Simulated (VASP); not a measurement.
# Si3Sn2 (P6_3/mmc) in VASP: single point with PBE

Aim: the single point of Si3Sn2 with PBE.

Program: VASP 6.6.1. These are calculated values, not measurements. Logs are shortened: lines on timing, memory, paths and dates and some standing lists are left out, and cuts for length are marked.

## (1) The cell of the first run

It takes space group P6_3/mmc (No. 194, hexagonal). Conventional cell: a = 3.525 Å, b = 3.525 Å, c = 20.235 Å, α = 90.00°, β = 90.00°, γ = 120.00°. Si (site symmetry -6m2) has 6 Si at 2.46 Å within 3.3 Å. Si (site symmetry 3m) has 4 Si at 2.46 to 2.77 Å and 3 Sn at 3.09 Å within 3.3 Å. Within 4.1 Å of Sn (site symmetry 3m) lie 4 Si at 3.09 to 3.71 Å and 9 Sn at 3.38 to 3.52 Å.

## (2) Single point, PBE

The input, INCAR:

```
ALGO     = Normal         # electronic algorithm
EDIFF    = 1E-6           # SCF threshold, eV
ENCUT    = 520            # plane-wave cutoff, eV
GGA      = PE             # functional
ISIF     = 2              # what is computed and relaxed
ISMEAR   = 0              # smearing method
LASPH    = True           # aspherical terms in the spheres
LCHARG   = False          # write CHGCAR
LREAL    = False          # projectors in reciprocal space
LWAVE    = False          # write WAVECAR
NBANDS   = 51             # bands
NELM     = 60             # most SCF steps
PREC     = Accurate       # precision mode
SIGMA    = 0.1            # smearing width, eV
```

The input, KPOINTS:

```
k-points
0
Gamma
  12 12 2
```

The input, POSCAR:

```
Si3Sn2
1.0
    3.5245585180      0.0000000000      0.0000000000
   -1.7622792590      3.0523572137      0.0000000000
    0.0000000000      0.0000000000     20.2346083507
Si Sn
6 4
Direct
    0.6666666667      0.3333333333      0.7500000000
    0.6666666667      0.3333333333      0.1815084673
    0.6666666667      0.3333333333      0.3184915327
    0.3333333333      0.6666666667      0.6815084673
    0.3333333333      0.6666666667      0.8184915327
    0.3333333333      0.6666666667      0.2500000000
    0.6666666667      0.3333333333      0.9332415614
    0.6666666667      0.3333333333      0.5667584386
    0.3333333333      0.6666666667      0.0667584386
    0.3333333333      0.6666666667      0.4332415614
```

Potentials or basis: VASP PAW PBE potentials, release 64 (Si, Sn_d).

Launch:

```console
$ cat potpaw_PBE.64/Si/POTCAR potpaw_PBE.64/Sn_d/POTCAR > POTCAR
$ mpirun -np 1 vasp_std > vasp.out
```

OUTCAR:

```text
EDIFF = 1E-6
   ENCUT = 520
   GGA = PE
   ISIF = 2
   ISMEAR = 0
   LASPH = True
   LREAL = False
   NELM = 60
   PREC = Accurate

 ion  position               nearest neighbor table
   1  0.667  0.333  0.750-   4 2.46   5 2.46   4 2.46   5 2.46   4 2.46   5 2.46
   2  0.667  0.333  0.182-   6 2.46   6 2.46   6 2.46   3 2.77   9 3.09   9 3.09   9 3.09
   3  0.667  0.333  0.318-   6 2.46   6 2.46   6 2.46   2 2.77  10 3.09  10 3.09  10 3.09
   4  0.333  0.667  0.682-   1 2.46   1 2.46   1 2.46   5 2.77   8 3.09   8 3.09   8 3.09
   5  0.333  0.667  0.818-   1 2.46   1 2.46   1 2.46   4 2.77   7 3.09   7 3.09   7 3.09
   6  0.333  0.667  0.250-   2 2.46   3 2.46   2 2.46   3 2.46   2 2.46   3 2.46
   7  0.667  0.333  0.933-   5 3.09   5 3.09   5 3.09   9 3.38   9 3.38   9 3.38
   8  0.667  0.333  0.567-   4 3.09   4 3.09   4 3.09  10 3.38  10 3.38  10 3.38
   9  0.333  0.667  0.067-   2 3.09   2 3.09   2 3.09   7 3.38   7 3.38   7 3.38
  10  0.333  0.667  0.433-   3 3.09   3 3.09   3 3.09   8 3.38   8 3.38   8 3.38

  LATTYP: Found a hexagonal cell.
 ALAT       =     3.5245585180
 C/A-ratio  =     5.7410334507

  Lattice vectors:

 A1 = (   3.5245585180,   0.0000000000,   0.0000000000)
 A2 = (  -1.7622792590,   3.0523572137,   0.0000000000)
 A3 = (   0.0000000000,   0.0000000000,  20.2346083507)

Analysis of symmetry for initial positions (statically):
=====================================================================
 Subroutine PRICEL returns:
 Original cell was already a primitive cell.

 Routine SETGRP: Setting up the symmetry group for a
 hexagonal supercell.

 Subroutine GETGRP returns: Found 24 space group operations
 (whereof 12 operations were pure point group operations)
 out of a pool of 24 trial point group operations.

The static configuration has the point symmetry D_3d.
 The point group associated with its full space group is D_6h.

Analysis of symmetry for dynamics (positions and initial velocities):
=====================================================================
 Subroutine PRICEL returns:
 Original cell was already a primitive cell.

 Routine SETGRP: Setting up the symmetry group for a
 hexagonal supercell.

 Subroutine GETGRP returns: Found 24 space group operations
 (whereof 12 operations were pure point group operations)
 out of a pool of 24 trial point group operations.

The dynamic configuration has the point symmetry D_3d.
 The point group associated with its full space group is D_6h.

 Subroutine INISYM returns: Found 24 space group operations
 (whereof 12 operations are pure point group operations),
 and found     1 'primitive' translations
[... 122 lines left out ...]
   NELECT =      80.0000    total number of electrons
   NUPDOWN=      -1.0000    fix difference up-down
   EMIN   =  10.00;   EMAX   =-10.00  energy-range for DOS
   EFERMI =   0.00;   METHOD = LEGACY
   ISMEAR =     0;   SIGMA  =   0.10  broadening in eV -4-tet -1-fermi 0-gaus
   EFERMI_NEDOS =   21; number of points for ismear=-14 and -15
   IALGO  =     38    algorithm
   IMIX   =      4    mixing-type and parameters
     AMIX     =   0.40;   BMIX     =  1.00
     AMIX_MAG =   1.60;   BMIX_MAG =  1.00
  volume/ion in A,a.u.               =      21.77       146.90
  Fermi-wavevector in a.u.,A,eV,Ry     =   1.172627  2.215944 18.708744  1.375054
  Thomas-Fermi vector in A             =   2.309053
   LORBIT       =      0    0 simple, 1 ext, 2 COOP (PROOUT), +10 PAW based schemes
   GGA     = PE    functional components
   LHFCALC =     F    Hartree Fock is set to
   AEXX    =    0.0000 exact exchange contribution
   IVDW    =     0    specifies the selected vdW correction
   LEPSILON=     F    determine dielectric tensor
   LRPA    =     F    only Hartree local field effects (RPA)
 non-spin polarized calculation
 Gauss-broadening in eV      SIGMA  =   0.10
  energy-cutoff  :      520.00
  volume of cell :      217.69
 maximum number of plane-waves:      5967
 NGX is ok and might be reduce to    28
   NGX = 13   NGY = 13   NGZ = 75

 number of electron      80.0000027 magnetization

 Free energy of the ion-electron system (eV)
  ---------------------------------------------------
  ext. energy  EPLUGINS =         0.00000000
  ---------------------------------------------------
  free energy    TOTEN  =       -44.77111197 eV

  energy without entropy =      -44.74701098  energy(sigma->0) =      -44.75906148

 E-fermi :   7.6192     XC(G=0): -10.2123

 val. band max:        7.5741443557   @ k =   0.1667   0.1667   0.5000
 cond. band min:       7.6307719758   @ k =   0.4167   0.0833   0.5000
 fundamental gap:      0.0566276201
 Fermi energy:         7.6192321711

 k-point     1 :       0.0000    0.0000    0.0000
  band No.  band energies     occupation
      1     -13.9006      2.00000
      2     -13.9006      2.00000
      3     -13.9006      2.00000
      4     -13.9006      2.00000
      5     -13.9001      2.00000
      6     -13.9001      2.00000
[... 1285 lines left out ...]
     50      10.4243      0.00000
     51      11.4138      0.00000

 [... further k-points ...]

------------------------ aborting loop because EDIFF is reached ----------------------------------------

  FORCE on cell =-STRESS in cart. coord.  units (eV):
  Direction    XX          YY          ZZ          XY          YZ          ZX
  --------------------------------------------------------------------------------------
  -------------------------------------------------------------------------------------
  Total       -0.0988150     -0.0988150     -0.1777283      0.0000000      0.0000000      0.0000000
  in kB       -0.7272748     -0.7272748     -1.3080738      0.0000000      0.0000000      0.0000000
  external PRESSURE =      -0.9208745 kB  Pullay stress =       0.0000000 kB

 VOLUME and BASIS-vectors are now :
 -----------------------------------------------------------------------------
  energy-cutoff  :      520.00
  volume of cell :      217.69
      direct lattice vectors                 reciprocal lattice vectors
     3.524558518  0.000000000  0.000000000     0.283723478  0.163807826  0.000000000
    -1.762279259  3.052357214  0.000000000     0.000000000  0.327615652  0.000000000
     0.000000000  0.000000000 20.234608351     0.000000000  0.000000000  0.049420279

 POSITION                                       TOTAL-FORCE (eV/Angst)
 -----------------------------------------------------------------------------------
      1.76228      1.01745     15.17596        -0.000000     -0.000000      0.000000
      1.76228      1.01745      3.67275         0.000000      0.000000      0.009745
      1.76228      1.01745      6.44455         0.000000      0.000000     -0.009745
     -0.00000      2.03490     13.79006         0.000000      0.000000      0.009745
     -0.00000      2.03490     16.56186         0.000000     -0.000000     -0.009745
     -0.00000      2.03490      5.05865         0.000000      0.000000      0.000000
      1.76228      1.01745     18.88378        -0.000000      0.000000     -0.000613
      1.76228      1.01745     11.46814        -0.000000      0.000000      0.000613
     -0.00000      2.03490      1.35083         0.000000      0.000000      0.000613
     -0.00000      2.03490      8.76647        -0.000000     -0.000000     -0.000613
 -----------------------------------------------------------------------------------
    total drift:                                0.000000     -0.000000      0.000000

  FREE ENERGIE OF THE ION-ELECTRON SYSTEM (eV)
  ---------------------------------------------------
  free  energy   TOTEN  =       -44.7711119701 eV

  energy  without entropy=      -44.7470109821  energy(sigma->0) =      -44.75906148
```

stdout:

```text
POSCAR found type information on POSCAR SiSn
 POSCAR found :  2 types and      10 ions
 scaLAPACK will be used
 LDA part: xc-table for (Slater+PW92), standard interpolation
 POSCAR, INCAR and KPOINTS ok, starting setup
 FFT: planning ... GRIDC
 FFT: planning ... GRID_SOFT
 FFT: planning ... GRID
 WAVECAR not read
 entering main loop
```

Run time: 10 min. Hardware: 1 thread of Intel Xeon Platinum 8175M at 2.50GHz (Skylake/Cascade Lake), shared host; peak memory 0.51 GiB.

Results:

```
Free energy            : -44.7711 eV
Pressure               : -0.1 GPa
Largest force          : 0.010 eV/Å
Band gap on the k mesh : zero (bands 40 and 41 overlap by 4.75 eV)
```

Forces on the atoms (eV/Å):
```
Si   0.000  0.000  0.000
Si   0.000  0.000  0.010
Si   0.000  0.000 -0.010
Si   0.000  0.000  0.010
Si   0.000  0.000 -0.010
Si   0.000  0.000  0.000
Sn   0.000  0.000 -0.001
Sn   0.000  0.000  0.001
Sn   0.000  0.000  0.001
Sn   0.000  0.000 -0.001
```

Levels at points of the mesh, in eV from the Fermi level:
```csv
k point,band 38,band 39,band 40,band 41,band 42,band 43
"(0.00, 0.00, 0.00)",2.72,2.77,3.00,3.00,3.06,3.06
"(0.50, 0.00, 0.00)",-1.99,-1.56,-0.28,0.29,0.54,0.70
"(0.00, 0.00, 0.50)",2.69,3.03,3.03,3.03,3.03,3.17
"(0.50, 0.00, 0.50)",-2.24,-1.03,-1.03,0.67,0.67,0.81
```

Caveat: spin-orbit coupling is left out, which moves the levels of the heavy elements.
